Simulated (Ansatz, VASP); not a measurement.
Two plane-wave programs on InAs

```
In As
1.0
     0.00000    3.02400    3.02400
     3.02400    0.00000    3.02400
     3.02400    3.02400    0.00000
In As
1 1
Direct
  0.00000 0.00000 0.00000
  0.25000 0.25000 0.25000
```

Alike in both runs: task single point; functional PBE; k mesh 6 × 6 × 6; occupations gaussian, width 0.1 eV; no spin polarisation.

|  | VASP | Ansatz |
| --- | --- | --- |
| version | VASP 6.6.1 | Ansatz 0.2.0 |
| potentials or method | VASP PAW PBE potentials, release 64 (In_d, As), cutoff 500 eV | scalar-relativistic, plane waves, PAW |
| valence electrons in the cell | 18 | 28 |

```csv
,VASP,Ansatz,Ansatz less VASP
gap on the k mesh at the Fermi level (eV),none,none,-
pressure (GPa),4.0,4.0,-0.07
```

A gap of «none» marks a metal or a gap that the smearing closes. VASP's potentials hold 18 valence electrons a cell and Ansatz's 28, so a difference there can come from the potentials and not from the codes.
